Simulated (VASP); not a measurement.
# SnPb3Se4 (Pm-3m) in VASP: a series of runs

SnPb3Se4 is run at these levels: PBEsol; tasks: single point, relaxation of cell and atoms.

All numbers are computed with VASP 6.6.1; they aren't measurements. Logs are shortened: lines on timing, memory, paths and dates and some standing lists are left out, and cuts for length are marked.

**1. The cell of the first run**

The structure is cubic, space group Pm-3m (No. 221). Conventional cell: a = 6.096 Å, b = 6.096 Å, c = 6.096 Å, α = 90.00°, β = 90.00°, γ = 90.00°. Sn (site symmetry m-3m) has 6 Se at 3.05 Å within 4.0 Å. Pb (site symmetry 4/mmm) has 6 Se at 3.05 Å within 4.0 Å. Se (site symmetry m-3m) has 6 Pb at 3.05 Å within 4.0 Å. Within 4.0 Å of Se (site symmetry 4/mmm) lie 2 Sn at 3.05 Å and 4 Pb at 3.05 Å.

**2. Single point, PBEsol**

Contents of INCAR:

```
PREC = Accurate ; ENCUT = 520
EDIFF = 1E-7 ; ISMEAR = 0
SIGMA = 0.1 ; LREAL = F
LASPH = T ; NELM = 60
ALGO = Normal ; ISIF = 2
LWAVE = F ; LCHARG = F
GGA = PS ; NBANDS = 50
```

Contents of KPOINTS:

```
regular mesh
0
Gamma
  4 4 4
```

Contents of POSCAR:

```
SnPb3Se4
1.0
    6.0959750000      0.0000000000      0.0000000000
    0.0000000000     -6.0959750000      0.0000000000
    0.0000000000      0.0000000000     -6.0959750000
Sn Pb Se
1 3 4
Direct
    0.0000000000      0.5000000000      0.5000000000
    0.5000000000      0.0000000000      0.5000000000
    0.5000000000      0.5000000000      0.0000000000
    0.0000000000      0.0000000000      0.0000000000
    0.5000000000      0.0000000000      0.0000000000
    0.0000000000      0.5000000000      0.0000000000
    0.0000000000      0.0000000000      0.5000000000
    0.5000000000      0.5000000000      0.5000000000
```

Potentials or basis: VASP PAW PBE potentials, release 64 (Sn_d, Pb_d, Se).

The run is started by

```bash
> cat potpaw_PBE.64/Sn_d/POTCAR potpaw_PBE.64/Pb_d/POTCAR potpaw_PBE.64/Se/POTCAR > POTCAR
> mpirun -np 1 vasp_std > vasp.out
```

OUTCAR:

```text
PREC = Accurate
   ENCUT = 520
   EDIFF = 1E-7
   ISMEAR = 0
   LREAL = F
   LASPH = T
   NELM = 60
   ISIF = 2
   GGA = PS

 ion  position               nearest neighbor table
   1  0.000  0.500  0.500-   6 3.05   7 3.05   8 3.05   6 3.05   7 3.05   8 3.05
   2  0.500  0.000  0.500-   5 3.05   7 3.05   8 3.05   5 3.05   8 3.05   7 3.05
   3  0.500  0.500  0.000-   5 3.05   6 3.05   8 3.05   8 3.05   5 3.05   6 3.05
   4  0.000  0.000  0.000-   5 3.05   6 3.05   7 3.05   7 3.05   6 3.05   5 3.05
   5  0.500  0.000  0.000-   2 3.05   3 3.05   4 3.05   2 3.05   3 3.05   4 3.05
   6  0.000  0.500  0.000-   1 3.05   3 3.05   4 3.05   1 3.05   4 3.05   3 3.05
   7  0.000  0.000  0.500-   1 3.05   2 3.05   4 3.05   4 3.05   1 3.05   2 3.05
   8  0.500  0.500  0.500-   1 3.05   2 3.05   3 3.05   3 3.05   2 3.05   1 3.05

  LATTYP: Found a simple cubic cell.
 ALAT       =     6.0959750000

  Lattice vectors:

 A1 = (   6.0959750000,   0.0000000000,   0.0000000000)
 A2 = (   0.0000000000,  -6.0959750000,   0.0000000000)
 A3 = (   0.0000000000,   0.0000000000,  -6.0959750000)

Analysis of symmetry for initial positions (statically):
=====================================================================
 Subroutine PRICEL returns:
 Original cell was already a primitive cell.

 Routine SETGRP: Setting up the symmetry group for a
 simple cubic supercell.

 Subroutine GETGRP returns: Found 48 space group operations
 (whereof 16 operations were pure point group operations)
 out of a pool of 48 trial point group operations.

The static configuration has the point symmetry D_4h.
 The point group associated with its full space group is O_h .

Analysis of symmetry for dynamics (positions and initial velocities):
=====================================================================
 Subroutine PRICEL returns:
 Original cell was already a primitive cell.

 Routine SETGRP: Setting up the symmetry group for a
 simple cubic supercell.

 Subroutine GETGRP returns: Found 48 space group operations
 (whereof 16 operations were pure point group operations)
 out of a pool of 48 trial point group operations.

The dynamic configuration has the point symmetry D_4h.
 The point group associated with its full space group is O_h .

 Subroutine INISYM returns: Found 48 space group operations
 (whereof 16 operations are pure point group operations),
 and found     1 'primitive' translations

----------------------------------------------------------------------------------------

                                     Primitive cell

  volume of cell :     226.5320

  direct lattice vectors                    reciprocal lattice vectors
     6.095975000  0.000000000  0.000000000     0.164042667  0.000000000  0.000000000
     0.000000000 -6.095975000  0.000000000     0.000000000 -0.164042667  0.000000000
     0.000000000  0.000000000 -6.095975000     0.000000000  0.000000000 -0.164042667

  length of vectors
     6.095975000  6.095975000  6.095975000     0.164042667  0.164042667  0.164042667

  position of ions in fractional coordinates (direct lattice)
     0.000000000  0.500000000  0.500000000
     0.500000000  0.000000000  0.500000000
     0.500000000  0.500000000  0.000000000
     0.000000000  0.000000000  0.000000000
     0.500000000  0.000000000  0.000000000
     0.000000000  0.500000000  0.000000000
     0.000000000  0.000000000  0.500000000
     0.500000000  0.500000000  0.500000000

  ion indices of the primitive-cell ions
   primitive index   ion index
                 1           1
                 2           2
                 3           3
                 4           4
                 5           5
                 6           6
                 7           7
                 8           8

----------------------------------------------------------------------------------------

 KPOINTS: regular mesh

Automatic generation of k-mesh.
 Grid dimensions read from file:
 generate k-points for:    4    4    4

 Generating k-lattice:

  Cartesian coordinates                     Fractional coordinates (reciprocal lattice)
     0.041010667  0.000000000  0.000000000     0.250000000  0.000000000  0.000000000
     0.000000000 -0.041010667  0.000000000     0.000000000  0.250000000  0.000000000
     0.000000000  0.000000000 -0.041010667     0.000000000  0.000000000  0.250000000

  Length of vectors
     0.041010667  0.041010667  0.041010667

  Shift w.r.t. Gamma in fractional coordinates (k-lattice)
     0.000000000  0.000000000  0.000000000

 Subroutine IBZKPT returns following result:
 ===========================================

 Found     10 irreducible k-points:

 Following reciprocal coordinates:
            Coordinates               Weight
  0.000000  0.000000  0.000000      1.000000
  0.250000  0.000000  0.000000      6.000000
  0.500000  0.000000  0.000000      3.000000
  0.250000  0.250000  0.000000     12.000000
  0.500000  0.250000  0.000000     12.000000
  0.500000  0.500000  0.000000      3.000000
  0.250000  0.250000  0.250000      8.000000
  0.500000  0.250000  0.250000     12.000000
  0.500000  0.500000  0.250000      6.000000
  0.500000  0.500000  0.500000      1.000000
   k-points           NKPTS =     10   k-points in BZ     NKDIM =     10   number of bands    NBANDS=     50
   number of dos      NEDOS =    301   number of ions     NIONS =      8
   total plane-waves  NPLWV = 110592
   dimension x,y,z NGX =    48 NGY =   48 NGZ =   48
   dimension x,y,z NGXF=    96 NGYF=   96 NGZF=   96
   ions per type =               1   3   4
   NGX,Y,Z   is equivalent  to a cutoff of  13.09, 13.09, 13.09 a.u.
   NGXF,Y,Z  is equivalent  to a cutoff of  26.18, 26.18, 26.18 a.u.
 SYSTEM =  unknown system
   PREC   = accura    normal or accurate (medium, high low for compatibility)
   ISTART =      0    job   : 0-new  1-cont  2-samecut
   ICHARG =      2    charge: 1-file 2-atom 10-const
   ISPIN  =      1    spin polarized calculation?
   LNONCOLLINEAR =      F non collinear calculations
   LSORBIT =      F    spin-orbit coupling
   LASPH  =      T    aspherical Exc in radial PAW
   ENCUT  =  520.0 eV  38.22 Ry    6.18 a.u.  11.33 11.33 11.33*2*pi/ulx,y,z
   NELM   =     60;   NELMIN=  2; NELMDL= -5     # of ELM steps
   EDIFF  = 0.1E-06   stopping-criterion for ELM
   LREAL  =      F    real-space projection
   EDIFFG = 0.1E-05   stopping-criterion for IOM
   NSW    =      0    number of steps for IOM
   IBRION =     -1    ionic relax: 0-MD 1-quasi-New 2-CG
   NFREE  =      0    steps in history (QN), initial steepest desc. (CG)
   ISIF   =      2    stress and relaxation
   ISYM   =      2    0-nonsym 1-usesym 2-fastsym
   POTIM  = 0.5000    time-step for ionic-motion
   TEBEG  =    0.0;   TEEND  =   0.0 temperature during run
   PSTRESS=    0.0 pullay stress
   NELECT =      80.0000    total number of electrons
   NUPDOWN=      -1.0000    fix difference up-down
   EMIN   =  10.00;   EMAX   =-10.00  energy-range for DOS
   EFERMI =   0.00;   METHOD = LEGACY
   ISMEAR =     0;   SIGMA  =   0.10  broadening in eV -4-tet -1-fermi 0-gaus
   EFERMI_NEDOS =   21; number of points for ismear=-14 and -15
   IALGO  =     38    algorithm
   IMIX   =      4    mixing-type and parameters
     AMIX     =   0.40;   BMIX     =  1.00
     AMIX_MAG =   1.60;   BMIX_MAG =  1.00
  volume/ion in A,a.u.               =      28.32       191.09
  Fermi-wavevector in a.u.,A,eV,Ry     =   1.157164  2.186723 18.218595  1.339029
  Thomas-Fermi vector in A             =   2.293778
   LORBIT       =      0    0 simple, 1 ext, 2 COOP (PROOUT), +10 PAW based schemes
   GGA     = PS    functional components
   LHFCALC =     F    Hartree Fock is set to
   AEXX    =    0.0000 exact exchange contribution
   IVDW    =     0    specifies the selected vdW correction
   LEPSILON=     F    determine dielectric tensor
   LRPA    =     F    only Hartree local field effects (RPA)
 non-spin polarized calculation
 Gauss-broadening in eV      SIGMA  =   0.10
  energy-cutoff  :      520.00
  volume of cell :      226.53
 maximum number of plane-waves:      6126
 NGX is ok and might be reduce to    48
   NGX = 23   NGY = 23   NGZ = 23

 number of electron      80.0000024 magnetization

 Free energy of the ion-electron system (eV)
  ---------------------------------------------------
  ext. energy  EPLUGINS =         0.00000000
  ---------------------------------------------------
  free energy    TOTEN  =       -35.62416328 eV

  energy without entropy =      -35.62054256  energy(sigma->0) =      -35.62235292

 E-fermi :   5.1236     XC(G=0):  -9.7348

 val. band max:        5.0103915545   @ k =   0.5000   0.5000   0.5000
 cond. band min:       5.1507367512   @ k =   0.5000   0.5000   0.5000
 fundamental gap:      0.1403451967
 Fermi energy:         5.1235564964

 k-point     1 :       0.0000    0.0000    0.0000
  band No.  band energies     occupation
      1     -16.3567      2.00000
      2     -16.3567      2.00000
      3     -16.3469      2.00000
      4     -16.3469      2.00000
      5     -16.3469      2.00000
      6     -11.8749      2.00000
[... 42 lines left out ...]
     49      10.5061      0.00000
     50      10.6658      0.00000

 k-point     2 :       0.2500    0.0000    0.0000
  band No.  band energies     occupation
      1     -16.3567      2.00000
      2     -16.3557      2.00000
      3     -16.3470      2.00000
      4     -16.3470      2.00000
      5     -16.3470      2.00000
      6     -11.8546      2.00000
[... 42 lines left out ...]
     49       9.6868      0.00000
     50      10.2495      0.00000

 k-point     3 :       0.5000    0.0000    0.0000
  band No.  band energies     occupation
      1     -16.3567      2.00000
      2     -16.3547      2.00000
      3     -16.3471      2.00000
      4     -16.3471      2.00000
      5     -16.3469      2.00000
      6     -11.8358      2.00000
[... 360 lines left out ...]
     49       8.1908      0.00000
     50       8.3222      0.00000

 k-point    10 :       0.5000    0.5000    0.5000
  band No.  band energies     occupation
      1     -16.3536      2.00000
      2     -16.3536      2.00000
      3     -16.3472      2.00000
      4     -16.3472      2.00000
      5     -16.3472      2.00000
      6     -11.7607      2.00000
[... 42 lines left out ...]
     49       6.6601      0.00000
     50       6.6649      0.00000

------------------------ aborting loop because EDIFF is reached ----------------------------------------

  FORCE on cell =-STRESS in cart. coord.  units (eV):
  Direction    XX          YY          ZZ          XY          YZ          ZX
  --------------------------------------------------------------------------------------
  -------------------------------------------------------------------------------------
  Total       -1.0408098     -1.0408098     -1.0408098      0.0000000     -0.0000000     -0.0000000
  in kB       -7.3612644     -7.3612644     -7.3612644      0.0000000     -0.0000000     -0.0000000
  external PRESSURE =      -7.3612644 kB  Pullay stress =       0.0000000 kB

 VOLUME and BASIS-vectors are now :
 -----------------------------------------------------------------------------
  energy-cutoff  :      520.00
  volume of cell :      226.53
      direct lattice vectors                 reciprocal lattice vectors
     6.095975000  0.000000000  0.000000000     0.164042667  0.000000000  0.000000000
     0.000000000 -6.095975000  0.000000000     0.000000000 -0.164042667  0.000000000
     0.000000000  0.000000000 -6.095975000     0.000000000  0.000000000 -0.164042667

 POSITION                                       TOTAL-FORCE (eV/Angst)
 -----------------------------------------------------------------------------------
      0.00000     -3.04799     -3.04799         0.000000      0.000000      0.000000
      3.04799      0.00000     -3.04799         0.000000      0.000000      0.000000
      3.04799     -3.04799      0.00000         0.000000      0.000000      0.000000
      0.00000      0.00000      0.00000         0.000000      0.000000      0.000000
      3.04799      0.00000      0.00000         0.000000      0.000000      0.000000
      0.00000     -3.04799      0.00000         0.000000      0.000000      0.000000
      0.00000      0.00000     -3.04799         0.000000      0.000000      0.000000
      3.04799     -3.04799     -3.04799         0.000000      0.000000      0.000000
 -----------------------------------------------------------------------------------
    total drift:                                0.000000     -0.000000      0.000000

  FREE ENERGIE OF THE ION-ELECTRON SYSTEM (eV)
  ---------------------------------------------------
  free  energy   TOTEN  =       -35.6241632803 eV

  energy  without entropy=      -35.6205425585  energy(sigma->0) =      -35.62235292
```

It took 82 s on 1 thread of Intel Xeon 6975P-C (Granite Rapids), shared host; peak memory 0.36 GiB.

Results:

```
Free energy            : -35.6242 eV
Pressure               : -0.7 GPa
Band gap on the k mesh : zero (filled and empty bands touch)
```

Caveat: semilocal functionals underestimate gaps, and a narrow one can read as zero; the PAW data sets were made with another functional, which shifts forces and pressure a little; spin-orbit coupling is left out, which moves the levels of the heavy elements.

(Part 1 of 2 ends here.)

The gap in the log of VASP goes by the Fermi energy; the results here count the filled bands.